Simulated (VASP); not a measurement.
# Mg4H in VASP: further runs

Runs on Mg4H. Level: PBE. Tasks: single point.

Program: VASP 6.6.1. These are calculated values, not measurements. Logs are shortened: lines on timing, memory, paths and dates and some standing lists are left out, and cuts for length are marked.

### Step 1. The cell of the first run

The cell holds a slab with vacuum, 10 atoms: a = 6.420 Å, b = 5.138 Å, c = 21.664 Å, α = 90.00°, β = 90.00°, γ = 90.00°.

### Step 2. Single point, PBE

INCAR reads:

```
PREC = Accurate
ENCUT = 520
EDIFF = 1E-7
ISMEAR = 0
SIGMA = 0.1
LREAL = F
LASPH = T
NELM = 80
ALGO = Normal
ISIF = 2
LWAVE = F
LCHARG = T
LDIPOL = T
IDIPOL = 3
DIPOL = 0.5 0.5 0.321
GGA = PE
LELF = T
LVHAR = T
LVACPOTAV = T
NBANDS = 20
```

KPOINTS reads:

```
Automatic mesh
0
Gamma
  4 5 1
```

POSCAR reads:

```
Mg4H
1.0
    6.4201385733      0.0000000000      0.0000000000
    0.0000000000      5.1379129567      0.0000000000
    0.0000000000      0.0000000000     21.6644777330
Mg H
8 2
Direct
    0.0000000000      0.7500000000      0.1846340378
    0.5000000000      0.7500000000      0.1846340378
    0.2500000000      0.2500000000      0.2274076137
    0.7500000000      0.2500000000      0.2274076137
    0.2500000000      0.7500000000      0.3173234500
    0.7500000000      0.7500000000      0.3173234500
    0.0000000000      0.2500000000      0.3537808678
    0.5000000000      0.2500000000      0.3537808678
    0.6784283361      0.0833333333      0.5199515018
    0.8215716639      0.0833333333      0.5199515018
```

Potentials or basis: VASP PAW PBE potentials, release 64 (Mg, H).

On the command line:

```console
$ cat potpaw_PBE.64/Mg/POTCAR potpaw_PBE.64/H/POTCAR > POTCAR
$ mpirun -np 1 vasp_std > vasp.out
```

OUTCAR:

```text
PREC = Accurate
   ENCUT = 520
   EDIFF = 1E-7
   ISMEAR = 0
   LREAL = F
   LASPH = T
   NELM = 80
   ISIF = 2
   GGA = PE

 ion  position               nearest neighbor table
   1  0.000  0.750  0.185-   3 3.17   4 3.17   3 3.17   4 3.17   2 3.21   2 3.21   6 3.29   5 3.29

   2  0.500  0.750  0.185-   3 3.17   4 3.17   3 3.17   4 3.17   1 3.21   1 3.21   6 3.29   5 3.29

   3  0.250  0.250  0.227-   1 3.17   2 3.17   1 3.17   2 3.17   7 3.17   8 3.17   4 3.21   4 3.21
                             5 3.22   5 3.22
   4  0.750  0.250  0.227-   1 3.17   2 3.17   1 3.17   2 3.17   7 3.17   8 3.17   3 3.21   3 3.21
                             6 3.22   6 3.22
   5  0.250  0.750  0.317-   7 3.13   8 3.13   7 3.13   8 3.13   6 3.21   6 3.21   3 3.22   3 3.22
                             1 3.29   2 3.29
   6  0.750  0.750  0.317-   7 3.13   8 3.13   7 3.13   8 3.13   5 3.21   5 3.21   4 3.22   4 3.22
                             1 3.29   2 3.29
   7  0.000  0.250  0.354-   5 3.13   6 3.13   5 3.13   6 3.13   3 3.17   4 3.17   8 3.21   8 3.21

   8  0.500  0.250  0.354-   5 3.13   6 3.13   5 3.13   6 3.13   3 3.17   4 3.17   7 3.21   7 3.21

   9  0.678  0.083  0.520-
  10  0.822  0.083  0.520-

  LATTYP: Found a simple orthorhombic cell.
 ALAT       =     5.1379129567
 B/A-ratio  =     1.2495615686
 C/A-ratio  =     4.2165910391

  Lattice vectors:

 A1 = (   0.0000000000,  -5.1379129567,   0.0000000000)
 A2 = (   6.4201385733,   0.0000000000,   0.0000000000)
 A3 = (   0.0000000000,   0.0000000000,  21.6644777330)

Analysis of symmetry for initial positions (statically):
=====================================================================
 Subroutine PRICEL returns:
 Original cell was already a primitive cell.

 Routine SETGRP: Setting up the symmetry group for a
 simple orthorhombic supercell.

 Subroutine GETGRP returns: Found  2 space group operations
 (whereof  1 operations were pure point group operations)
 out of a pool of  8 trial point group operations.

The static configuration has the point symmetry C_1 .
 The point group associated with its full space group is C_1h.

Analysis of symmetry for dynamics (positions and initial velocities):
=====================================================================
 Subroutine PRICEL returns:
 Original cell was already a primitive cell.

 Routine SETGRP: Setting up the symmetry group for a
 simple orthorhombic supercell.

 Subroutine GETGRP returns: Found  2 space group operations
 (whereof  1 operations were pure point group operations)
 out of a pool of  8 trial point group operations.
[... 115 lines left out ...]
   EMIN   =  10.00;   EMAX   =-10.00  energy-range for DOS
   EFERMI =   0.00;   METHOD = LEGACY
   ISMEAR =     0;   SIGMA  =   0.10  broadening in eV -4-tet -1-fermi 0-gaus
   EFERMI_NEDOS =   21; number of points for ismear=-14 and -15
   IALGO  =     38    algorithm
   IMIX   =      4    mixing-type and parameters
     AMIX     =   0.40;   BMIX     =  1.00
     AMIX_MAG =   1.60;   BMIX_MAG =  1.00
  volume/ion in A,a.u.               =      71.46       482.25
  Fermi-wavevector in a.u.,A,eV,Ry     =   0.479887  0.906855  3.133310  0.230292
  Thomas-Fermi vector in A             =   1.477146
   LORBIT       =      0    0 simple, 1 ext, 2 COOP (PROOUT), +10 PAW based schemes
   GGA     = PE    functional components
   LHFCALC =     F    Hartree Fock is set to
   AEXX    =    0.0000 exact exchange contribution
   IVDW    =     0    specifies the selected vdW correction
   LEPSILON=     F    determine dielectric tensor
   LRPA    =     F    only Hartree local field effects (RPA)
 non-spin polarized calculation
 Gauss-broadening in eV      SIGMA  =   0.10
  energy-cutoff  :      520.00
  volume of cell :      714.63
 maximum number of plane-waves:     19292
 NGX is ok and might be reduce to    48
   NGX = 23   NGY = 19   NGZ = 81

 number of electron      18.0000000 magnetization

 dipolmoment           0.000000      0.000000     -0.003500 electrons x Angstroem

 Free energy of the ion-electron system (eV)
  ---------------------------------------------------
  ext. energy  EPLUGINS =         0.00000000
  ---------------------------------------------------
  free energy    TOTEN  =       -15.77340434 eV

  energy without entropy =      -15.73112309  energy(sigma->0) =      -15.75226372

 E-fermi :  -1.9913     XC(G=0):  -3.2600

 val. band max:       -1.9994024992   @ k =   0.2500   0.2000   0.0000
 cond. band min:      -1.9828898253   @ k =   0.5000   0.2000   0.0000
 fundamental gap:      0.0165126739
 Fermi energy:        -1.9913179593

 k-point     1 :       0.0000    0.0000    0.0000
  band No.  band energies     occupation
      1      -8.0515      2.00000
      2      -7.9386      2.00000
      3      -5.8544      2.00000
      4      -4.4544      2.00000
      5      -4.3368      2.00000
      6      -2.9984      2.00000
[... 196 lines left out ...]
     19       2.0719      0.00000
     20       2.1768      0.00000

------------------------ aborting loop because EDIFF is reached ----------------------------------------

  FORCE on cell =-STRESS in cart. coord.  units (eV):
  Direction    XX          YY          ZZ          XY          YZ          ZX
  --------------------------------------------------------------------------------------
  -------------------------------------------------------------------------------------
  Total       -5.1660285     -2.9583262     -0.6912976      0.0000000     -0.0087785      0.0000000
  in kB      -11.5821188     -6.6325002     -1.5498734      0.0000000     -0.0196813      0.0000000
  external PRESSURE =      -6.5881641 kB  Pullay stress =       0.0000000 kB

 VOLUME and BASIS-vectors are now :
 -----------------------------------------------------------------------------
  energy-cutoff  :      520.00
  volume of cell :      714.63
      direct lattice vectors                 reciprocal lattice vectors
     6.420138573  0.000000000  0.000000000     0.155759878  0.000000000  0.000000000
     0.000000000  5.137912957  0.000000000     0.000000000  0.194631557  0.000000000
     0.000000000  0.000000000 21.664477733     0.000000000  0.000000000  0.046158509

 POSITION                                       TOTAL-FORCE (eV/Angst)
 -----------------------------------------------------------------------------------
      0.00000      3.85343      4.00000         0.019371     -0.000656      0.188692
      3.21007      3.85343      4.00000        -0.019371     -0.000656      0.188692
      1.60503      1.28448      4.92667         0.000000      0.003333     -0.115374
      4.81510      1.28448      4.92667         0.000000     -0.002190     -0.101961
      1.60503      3.85343      6.87465         0.000000      0.001486     -0.021221
      4.81510      3.85343      6.87465         0.000000     -0.002611     -0.035513
      0.00000      1.28448      7.66448         0.020719      0.002182     -0.062185
      3.21007      1.28448      7.66448        -0.020719      0.002182     -0.062185
      4.35560      0.42816     11.26448         3.515346     -0.001535      0.010529
      5.27460      0.42816     11.26448        -3.515346     -0.001535      0.010529
 -----------------------------------------------------------------------------------
    total drift:                               -0.000000      0.000127      0.000112

  FREE ENERGIE OF THE ION-ELECTRON SYSTEM (eV)
  ---------------------------------------------------
  free  energy   TOTEN  =       -15.7734043436 eV

  energy  without entropy=      -15.7311230935  energy(sigma->0) =      -15.75226372

 vacuum level on the upper side and lower side of the slab         1.715         1.734
```

OSZICAR:

```text
N       E                     dE             d eps       ncg     rms          rms(c)
DAV:   1     0.358708183703E+02    0.35871E+02   -0.40411E+03   360   0.543E+02
DAV:   2    -0.135588833796E+02   -0.49430E+02   -0.46774E+02   480   0.821E+01
DAV:   3    -0.166366062445E+02   -0.30777E+01   -0.30218E+01   480   0.203E+01
[... 16 lines left out ...]
DAV:  20    -0.157734025473E+02   -0.27014E-05   -0.78880E-08   376   0.696E-04    0.124E-04
DAV:  21    -0.157734038425E+02   -0.12952E-05   -0.28701E-08   364   0.458E-04    0.658E-05
DAV:  22    -0.157734042027E+02   -0.36017E-06   -0.69605E-09   356   0.260E-04    0.372E-05
DAV:  23    -0.157734043278E+02   -0.12511E-06   -0.36281E-09   348   0.168E-04    0.221E-05
DAV:  24    -0.157734043436E+02   -0.15826E-07   -0.13920E-09   380   0.109E-04
   1 F= -.15773404E+02 E0= -.15752264E+02  d E =-.422813E-01
```

stdout:

```text
POSCAR found type information on POSCAR MgH
 POSCAR found :  2 types and      10 ions
 scaLAPACK will be used
 LDA part: xc-table for (Slater+PW92), standard interpolation
 POSCAR, INCAR and KPOINTS ok, starting setup
 FFT: planning ... GRIDC
 FFT: planning ... GRID_SOFT
 FFT: planning ... GRID
 WAVECAR not read
 entering main loop
 -----------------------------------------------------------------------------
|                                                                             |
|           W    W    AA    RRRRR   N    N  II  N    N   GGGG   !!!           |
|           W    W   A  A   R    R  NN   N  II  NN   N  G    G  !!!           |
|           W    W  A    A  R    R  N N  N  II  N N  N  G       !!!           |
|           W WW W  AAAAAA  RRRRR   N  N N  II  N  N N  G  GGG   !            |
|           WW  WW  A    A  R   R   N   NN  II  N   NN  G    G                |
|           W    W  A    A  R    R  N    N  II  N    N   GGGG   !!!           |
|                                                                             |
|     Did not find any points to average over, which means that no vacuum     |
|     field-free region was found. Please increase the size of  your cell     |
|     in the dimension of the dipole correction to obtain accurate            |
|     workfunction values.                                                    |
|                                                                             |
 -----------------------------------------------------------------------------
```

It took 3.2 min on 1 thread of Intel Xeon 6975P-C (Granite Rapids), shared host; peak memory 0.64 GiB.

Results:

```
Free energy            : -15.7734 eV
Largest force          : 3.515 eV/Å
Band gap on the k mesh : zero (bands 9 and 10 overlap by 0.27 eV)
```

Forces on the atoms (eV/Å):
```
Mg   0.019 -0.001  0.189
Mg  -0.019 -0.001  0.189
Mg   0.000  0.003 -0.115
Mg   0.000 -0.002 -0.102
Mg   0.000  0.001 -0.021
Mg   0.000 -0.003 -0.036
Mg   0.021  0.002 -0.062
Mg  -0.021  0.002 -0.062
H    3.515 -0.002  0.011
H   -3.515 -0.002  0.011
```

### Step 3. Single point, PBE

INCAR reads:

```
ALGO = Normal
DIPOL = 0.5 0.5 0.292
EDIFF = 1E-6
ENCUT = 520
GGA = PE
IDIPOL = 3
ISIF = 2
ISMEAR = 0
LASPH = T
LCHARG = T
LDIPOL = T
LELF = T
LREAL = F
LVACPOTAV = T
LVHAR = T
LWAVE = F
NBANDS = 20
NELM = 80
PREC = Accurate
SIGMA = 0.1
```

KPOINTS reads:

```
k-points
0
Gamma
  4 5 1
```

Changes to POSCAR since step 2:

```diff
@@ -16,3 +16,3 @@
     0.5000000000      0.2500000000      0.3537808678
-    0.6784283361      0.0833333333      0.5199515018
-    0.8215716639      0.0833333333      0.5199515018
+    0.6335694913      0.0833333333      0.3745521971
+    0.8664305087      0.0833333333      0.3745521971
```

Potentials or basis: VASP PAW PBE potentials, release 64 (Mg, H).

On the command line:

```console
$ cat potpaw_PBE.64/Mg/POTCAR potpaw_PBE.64/H/POTCAR > POTCAR
$ mpirun -np 1 vasp_std > vasp.out
```

It took 3.1 min on 1 thread of Intel Xeon 6975P-C (Granite Rapids), shared host; peak memory 0.65 GiB.

It converged, with:

- Free energy: -11.5514 eV
- Largest force: 9.193 eV/Å
- Band gap on the k mesh: zero (bands 9 and 10 overlap by 0.72 eV)

Forces on the atoms (eV/Å):
```
Mg  -0.013  0.045  0.177
Mg   0.013  0.045  0.177
Mg   0.000 -0.182 -0.071
Mg   0.000  0.042 -0.284
Mg   0.000 -0.058 -0.096
Mg   0.000  0.576  0.330
Mg   6.107  6.076 -3.208
Mg  -6.107  6.076 -3.208
H    4.662 -6.309  3.091
H   -4.662 -6.309  3.091
```

Levels at points of the mesh, in eV from the Fermi level:
```tsv
k point	band 6	band 7	band 8	band 9	band 10	band 11	band 12	band 13
(0.00, 0.00, 0.00)	-1.43	-0.98	-0.76	-0.19	0.45	1.01	1.37	1.72
(0.50, 0.00, 0.00)	-1.12	-0.11	-0.09	0.50	0.55	0.68	1.13	1.61
```

### Step 4. Single point, PBE

INCAR reads:

```
ALGO     = Normal         # electronic algorithm
DIPOL    = 0.5 0.5 0.297
EDIFF    = 1E-6           # SCF threshold, eV
ENCUT    = 520            # plane-wave cutoff, eV
GGA      = PE             # functional
IDIPOL   = 3            
ISIF     = 2              # what is computed and relaxed
ISMEAR   = 0              # smearing method
LASPH    = T              # aspherical terms in the spheres
LCHARG   = F              # write CHGCAR
LDIPOL   = T            
LREAL    = F              # projectors in reciprocal space
LWAVE    = F              # write WAVECAR
NBANDS   = 20             # bands
NELM     = 60             # most SCF steps
PREC     = Accurate       # precision mode
SIGMA    = 0.1            # smearing width, eV
```

KPOINTS is that of step 3.

Changes to POSCAR since step 3:

```diff
@@ -16,3 +16,3 @@
     0.5000000000      0.2500000000      0.3537808678
-    0.6335694913      0.0833333333      0.3745521971
-    0.8664305087      0.0833333333      0.3745521971
+    0.6335694913      0.0833333333      0.4040936431
+    0.8664305087      0.0833333333      0.4040936431
```

On the command line:

```console
$ cat potpaw_PBE.64/Mg/POTCAR potpaw_PBE.64/H/POTCAR > POTCAR
$ mpirun -np 1 vasp_std > vasp.out
```

Run time: 4.5 min. Hardware: 1 thread of Intel Xeon 6975P-C (Granite Rapids), shared host; peak memory 0.63 GiB.

The run converged. Its results:

- Free energy: -14.5111 eV
- Largest force: 1.714 eV/Å
- Band gap on the k mesh: zero (bands 9 and 10 overlap by 0.88 eV)

Forces in eV/Å, atoms in the order of the input:
```
Mg   0.004  0.071  0.190
Mg  -0.004  0.071  0.190
Mg   0.000 -0.127 -0.097
Mg   0.000 -0.048 -0.157
Mg   0.000 -0.012 -0.088
Mg   0.000  0.263  0.192
Mg   0.991  0.951 -1.025
Mg  -0.991  0.951 -1.025
H    0.301 -1.060  0.910
H   -0.301 -1.060  0.910
```

Levels at points of the mesh, in eV from the Fermi level:
| k point | band 5 | band 6 | band 7 | band 8 | band 9 | band 10 | band 11 | band 12 | band 13 | band 14 |
| --- | --- | --- | --- | --- | --- | --- | --- | --- | --- | --- |
| (0.00, 0.00, 0.00) | -2.31 | -1.14 | -0.82 | -0.65 | -0.13 | 0.33 | 0.91 | 1.32 | 1.92 | 2.24 |
| (0.50, 0.00, 0.00) | -1.97 | -0.87 | 0.03 | 0.04 | 0.67 | 0.73 | 0.84 | 1.13 | 1.67 | 1.79 |

(Part 1 of 2 ends here.)
